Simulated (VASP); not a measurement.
# InSe (P-1) in VASP: single point with PBE

Aim: the single point of InSe with PBE.

All numbers are computed with VASP 6.6.1; they aren't measurements. Logs are shortened: lines on timing, memory, paths and dates and some standing lists are left out, and cuts for length are marked.

## 1. The cell of the first run

The typed cell holds 4 atoms: a = 6.160 Å, b = 6.277 Å, c = 4.565 Å, α = 107.16°, β = 108.22°, γ = 38.59°.

## 2. Single point, PBE (equal xy, yz and zx shear strains of +3 %)

File INCAR:

```
SYSTEM = InSe
  ALGO = Normal
  EDIFF = 1E-7
  ENCUT = 520
  GGA = PE
  ISIF = 2
  ISMEAR = -1
  LASPH = .TRUE.
  LCHARG = .FALSE.
  LREAL = .FALSE.
  LWAVE = .FALSE.
  NBANDS = 27
  NELM = 100
  PREC = Accurate
  SIGMA = 0.02
```

File KPOINTS:

```
k-points
0
G
  7 7 6
  0 0 0
```

File POSCAR:

```
InSe
1.0
    5.8370776766     -1.9669814598      0.0571935402
    5.8987276766      2.1430185402      0.1188435402
   -1.5345608501      0.0408636106      4.2996651710
In Se
2 2
Direct
    0.8840000000      0.8840000000      0.0050000000
    0.1160000000      0.1160000000      0.9950000000
    0.6600000000      0.6600000000      0.6420000000
    0.3400000000      0.3400000000      0.3580000000
```

Potentials or basis: VASP PAW PBE potentials, release 64 (In_d, Se).

On the command line:

```bash
$ cat potpaw_PBE.64/In_d/POTCAR potpaw_PBE.64/Se/POTCAR > POTCAR
$ mpirun -np 1 vasp_std > vasp.out
```

OUTCAR:

```text
SYSTEM = InSe
   EDIFF = 1E-7
   ENCUT = 520
   GGA = PE
   ISIF = 2
   ISMEAR = -1
   LASPH = .TRUE.
   LREAL = .FALSE.
   NELM = 100
   PREC = Accurate

 ion  position               nearest neighbor table
   1  0.884  0.884  0.005-   3 2.62   2 2.74   4 2.75   4 2.77   2 3.69   2 3.80
   2  0.116  0.116  0.995-   4 2.62   1 2.74   3 2.75   3 2.77   1 3.69   1 3.80
   3  0.660  0.660  0.642-   1 2.62   2 2.75   2 2.77
   4  0.340  0.340  0.358-   2 2.62   1 2.75   1 2.77

  LATTYP: Found a triclinic cell.
 ALAT       =     8.3836321705
 B/A-ratio  =     1.0182107164
 C/A-ratio  =     1.2024708777
 COS(alpha) =     0.0099393081
 COS(beta)  =     0.5073722718
 COS(gamma) =     0.8545358019

  Lattice vectors:

 A1 = (   5.7754276766,  -6.0769814598,  -0.0044564598)
 A2 = (   4.2408668265,  -6.0361178492,   4.2952087112)
 A3 = (   3.0074717002,  -4.1917272212,  -8.6609803420)

Analysis of symmetry for initial positions (statically):
=====================================================================
 Subroutine PRICEL returns:
 Original cell was already a primitive cell.

 Routine SETGRP: Setting up the symmetry group for a
 triclinic supercell.

 Subroutine GETGRP returns: Found  2 space group operations
 (whereof  2 operations were pure point group operations)
 out of a pool of  2 trial point group operations.

The static configuration has the point symmetry S_2 .

Analysis of symmetry for dynamics (positions and initial velocities):
=====================================================================
 Subroutine PRICEL returns:
 Original cell was already a primitive cell.

 Routine SETGRP: Setting up the symmetry group for a
 triclinic supercell.

 Subroutine GETGRP returns: Found  2 space group operations
 (whereof  2 operations were pure point group operations)
 out of a pool of  2 trial point group operations.

The dynamic configuration has the point symmetry S_2 .

 Subroutine INISYM returns: Found  2 space group operations
 (whereof  2 operations are pure point group operations),
 and found     1 'primitive' translations

----------------------------------------------------------------------------------------

                                     Primitive cell

  volume of cell :     104.2043

  direct lattice vectors                    reciprocal lattice vectors
     5.837077677 -1.966981460  0.057193540     0.088378378 -0.245142762  0.033872269
     5.898727677  2.143018540  0.118843540     0.081183789  0.241691080  0.026677681
    -1.534560850  0.040863611  4.299665171    -0.003419532 -0.003419532  0.231388309

  length of vectors
     6.159850888  6.277072602  4.565486548     0.262779455  0.256353437  0.231438839

  position of ions in fractional coordinates (direct lattice)
     0.884000000  0.884000000  0.005000000
     0.116000000  0.116000000  0.995000000
     0.660000000  0.660000000  0.642000000
     0.340000000  0.340000000  0.358000000

  ion indices of the primitive-cell ions
   primitive index   ion index
                 1           1
                 2           2
                 3           3
                 4           4

----------------------------------------------------------------------------------------

 KPOINTS: k-points

Automatic generation of k-mesh.
 Grid dimensions read from file:
 generate k-points for:    7    7    6

 Generating k-lattice:

  Cartesian coordinates                     Fractional coordinates (reciprocal lattice)
     0.012625483 -0.035020395  0.004838896     0.142857143 -0.000000000  0.000000000
     0.011597684  0.034527297  0.003811097    -0.000000000  0.142857143  0.000000000
    -0.000569922 -0.000569922  0.038564718     0.000000000  0.000000000  0.166666667

  Length of vectors
     0.037539922  0.036621920  0.038573140

  Shift w.r.t. Gamma in fractional coordinates (k-lattice)
     0.000000000  0.000000000  0.000000000

 Subroutine IBZKPT returns following result:
 ===========================================

 Found    148 irreducible k-points:

 Following reciprocal coordinates:
            Coordinates               Weight
  0.000000  0.000000  0.000000      1.000000
  0.142857 -0.000000 -0.000000      2.000000
  0.285714 -0.000000  0.000000      2.000000
  0.428571  0.000000 -0.000000      2.000000
  0.000000  0.142857 -0.000000      2.000000
  0.142857  0.142857 -0.000000      2.000000
[... 16 lines left out ...]
 -0.428571  0.428571  0.000000      2.000000
 -0.285714  0.428571  0.000000      2.000000
 [... further k-points ...]
   k-points           NKPTS =    148   k-points in BZ     NKDIM =    148   number of bands    NBANDS=     27
   number of dos      NEDOS =    301   number of ions     NIONS =      4
   total plane-waves  NPLWV =  82944
   dimension x,y,z NGX =    48 NGY =   48 NGZ =   36
   dimension x,y,z NGXF=    96 NGYF=   96 NGZF=   72
   ions per type =               2   2
   NGX,Y,Z   is equivalent  to a cutoff of  12.95, 12.71, 13.11 a.u.
   NGXF,Y,Z  is equivalent  to a cutoff of  25.91, 25.43, 26.22 a.u.
 SYSTEM =  InSe
   PREC   = accura    normal or accurate (medium, high low for compatibility)
   ISTART =      0    job   : 0-new  1-cont  2-samecut
   ICHARG =      2    charge: 1-file 2-atom 10-const
   ISPIN  =      1    spin polarized calculation?
   LNONCOLLINEAR =      F non collinear calculations
   LSORBIT =      F    spin-orbit coupling
   LASPH  =      T    aspherical Exc in radial PAW
   ENCUT  =  520.0 eV  38.22 Ry    6.18 a.u.  11.45 11.67  8.49*2*pi/ulx,y,z
   NELM   =    100;   NELMIN=  2; NELMDL= -5     # of ELM steps
   EDIFF  = 0.1E-06   stopping-criterion for ELM
   LREAL  =      F    real-space projection
   EDIFFG = 0.1E-05   stopping-criterion for IOM
   NSW    =      0    number of steps for IOM
   IBRION =     -1    ionic relax: 0-MD 1-quasi-New 2-CG
   NFREE  =      0    steps in history (QN), initial steepest desc. (CG)
   ISIF   =      2    stress and relaxation
   ISYM   =      2    0-nonsym 1-usesym 2-fastsym
   POTIM  = 0.5000    time-step for ionic-motion
   TEBEG  =    0.0;   TEEND  =   0.0 temperature during run
   PSTRESS=    0.0 pullay stress
   NELECT =      38.0000    total number of electrons
   NUPDOWN=      -1.0000    fix difference up-down
   EMIN   =  10.00;   EMAX   =-10.00  energy-range for DOS
   EFERMI =   0.00;   METHOD = LEGACY
   ISMEAR =    -1;   SIGMA  =   0.02  broadening in eV -4-tet -1-fermi 0-gaus
   EFERMI_NEDOS =   21; number of points for ismear=-14 and -15
   IALGO  =     38    algorithm
   IMIX   =      4    mixing-type and parameters
     AMIX     =   0.40;   BMIX     =  1.00
     AMIX_MAG =   1.60;   BMIX_MAG =  1.00
  volume/ion in A,a.u.               =      26.05       175.80
  Fermi-wavevector in a.u.,A,eV,Ry     =   1.169609  2.210241 18.612580  1.367986
  Thomas-Fermi vector in A             =   2.306080
   LORBIT       =      0    0 simple, 1 ext, 2 COOP (PROOUT), +10 PAW based schemes
   GGA     = PE    functional components
   LHFCALC =     F    Hartree Fock is set to
   AEXX    =    0.0000 exact exchange contribution
   IVDW    =     0    specifies the selected vdW correction
   LEPSILON=     F    determine dielectric tensor
   LRPA    =     F    only Hartree local field effects (RPA)
 non-spin polarized calculation
  energy-cutoff  :      520.00
  volume of cell :      104.20
 maximum number of plane-waves:      2827
 NGX is ok and might be reduce to    48
   NGX = 23   NGY = 23   NGZ = 17

 number of electron      38.0000001 magnetization

 Free energy of the ion-electron system (eV)
  ---------------------------------------------------
  ext. energy  EPLUGINS =         0.00000000
  ---------------------------------------------------
  free energy    TOTEN  =       -13.90893638 eV

  energy without entropy =      -13.90893638  energy(sigma->0) =      -13.90893638

 E-fermi :   5.3993     XC(G=0):  -9.5856

 val. band max:        4.9821160549   @ k =  -0.2857  -0.2857   0.3333
 cond. band min:       5.7870507450   @ k =   0.4286   0.4286  -0.0000
 fundamental gap:      0.8049346901
 Fermi energy:         5.3993383178

 k-point     1 :       0.0000    0.0000    0.0000
  band No.  band energies     occupation
      1      -9.7364      2.00000
      2      -9.7167      2.00000
      3      -9.4267      2.00000
      4      -9.4051      2.00000
      5      -9.3704      2.00000
      6      -9.3689      2.00000
[... 19 lines left out ...]
     26      12.0079      0.00000
     27      13.5210      0.00000

 k-point     2 :       0.1429   -0.0000   -0.0000
  band No.  band energies     occupation
      1      -9.7487      2.00000
      2      -9.6958      2.00000
      3      -9.4642      2.00000
      4      -9.4002      2.00000
      5      -9.3878      2.00000
      6      -9.3576      2.00000
[... 19 lines left out ...]
     26      12.0429      0.00000
     27      13.3683      0.00000

 k-point     3 :       0.2857   -0.0000    0.0000
  band No.  band energies     occupation
      1      -9.7573      2.00000
      2      -9.6771      2.00000
      3      -9.5106      2.00000
      4      -9.4347      2.00000
      5      -9.3779      2.00000
      6      -9.3697      2.00000
[... 19 lines left out ...]
     26      12.3087      0.00000
     27      12.9323      0.00000

 k-point     4 :       0.4286    0.0000   -0.0000
  band No.  band energies     occupation
      1      -9.7600      2.00000
      2      -9.6808      2.00000
      3      -9.5080      2.00000
      4      -9.4767      2.00000
      5      -9.3791      2.00000
      6      -9.3654      2.00000
[... 19 lines left out ...]
     26      12.2165      0.00000
     27      13.2031      0.00000

 k-point     5 :       0.0000    0.1429   -0.0000
  band No.  band energies     occupation
      1      -9.7448      2.00000
      2      -9.6982      2.00000
      3      -9.4680      2.00000
      4      -9.3991      2.00000
      5      -9.3879      2.00000
      6      -9.3551      2.00000
[... 19 lines left out ...]
     26      11.8636      0.00000
     27      13.3730      0.00000

 k-point     6 :       0.1429    0.1429   -0.0000
  band No.  band energies     occupation
      1      -9.7726      2.00000
      2      -9.6661      2.00000
      3      -9.4482      2.00000
      4      -9.4081      2.00000
      5      -9.3733      2.00000
      6      -9.3659      2.00000
[... 444 lines left out ...]
      1      -9.8069      2.00000
      2      -9.5664      2.00000
      3      -9.4991      2.00000
      4      -9.4317      2.00000
      5      -9.3976      2.00000
      6      -9.3506      2.00000
[... 19 lines left out ...]
     26      11.3147      0.00000
     27      11.9611      0.00000

 k-point    22 :       0.4286    0.4286   -0.0000
  band No.  band energies     occupation
      1      -9.8193      2.00000
      2      -9.5212      2.00000
      3      -9.5094      2.00000
      4      -9.4355      2.00000
      5      -9.3836      2.00000
      6      -9.3585      2.00000
[... 19 lines left out ...]
     26      11.8217      0.00000
     27      12.4106      0.00000

 k-point    23 :      -0.4286    0.4286    0.0000
  band No.  band energies     occupation
      1      -9.8168      2.00000
      2      -9.5175      2.00000
      3      -9.5144      2.00000
      4      -9.4434      2.00000
      5      -9.4024      2.00000
      6      -9.3483      2.00000
[... 19 lines left out ...]
     26      11.4179      0.00000
     27      11.6643      0.00000

 k-point    24 :      -0.2857    0.4286    0.0000
  band No.  band energies     occupation
      1      -9.8015      2.00000
      2      -9.5736      2.00000
      3      -9.5157      2.00000
      4      -9.4527      2.00000
      5      -9.4103      2.00000
      6      -9.3540      2.00000
[... 19 lines left out ...]
     26      11.4080      0.00000
     27      11.5095      0.00000

 [... further k-points ...]
[... 5 lines left out ...]
  --------------------------------------------------------------------------------------
  -------------------------------------------------------------------------------------
  Total        3.0759952      1.1734701      1.1032966     -0.2888085     -0.3792751      0.5451720
  in kB       47.2945010     18.0425138     16.9635714     -4.4405320     -5.8314867      8.3822108
  external PRESSURE =      27.4335287 kB  Pullay stress =       0.0000000 kB

 VOLUME and BASIS-vectors are now :
 -----------------------------------------------------------------------------
  energy-cutoff  :      520.00
  volume of cell :      104.20
      direct lattice vectors                 reciprocal lattice vectors
     5.837077677 -1.966981460  0.057193540     0.088378378 -0.245142762  0.033872269
     5.898727677  2.143018540  0.118843540     0.081183789  0.241691080  0.026677681
    -1.534560850  0.040863611  4.299665171    -0.003419532 -0.003419532  0.231388309

 POSITION                                       TOTAL-FORCE (eV/Angst)
 -----------------------------------------------------------------------------------
     10.36678      0.15582      0.17712        -0.233103      0.036836      0.379339
     -0.16553      0.06108      4.29859         0.233103     -0.036836     -0.379339
      6.76044      0.14242      2.87657        -0.544261      0.128245     -0.038471
      3.44080      0.07448      1.59913         0.544261     -0.128245      0.038471
 -----------------------------------------------------------------------------------
    total drift:                               -0.000000     -0.000000      0.000000

  FREE ENERGIE OF THE ION-ELECTRON SYSTEM (eV)
  ---------------------------------------------------
  free  energy   TOTEN  =       -13.9089363837 eV

  energy  without entropy=      -13.9089363836  energy(sigma->0) =      -13.90893638
```

It took 12 min on 1 thread of Oxide Virtual Turin-like, shared host; peak memory 0.49 GiB.

Results:

| Property | Result |
| --- | --- |
| Free energy | -13.9089 eV |
| Pressure | 2.7 GPa |
| Largest force | 0.560 eV/Å |
| Band gap on the k mesh | 0.81 eV, indirect (least direct gap 1.19 eV) |

Forces on the atoms (eV/Å):
```
In  -0.233  0.037  0.379
In   0.233 -0.037 -0.379
Se  -0.544  0.128 -0.038
Se   0.544 -0.128  0.038
```

Stress tensor (GPa, compression positive):
```
 4.73 -0.44  0.84
-0.44  1.80 -0.58
 0.84 -0.58  1.70
```

Caveat: the cell differs from its parent crystal (equal xy, yz and zx shear strains of +3 %); spin-orbit coupling is left out, which moves the levels of the heavy elements.
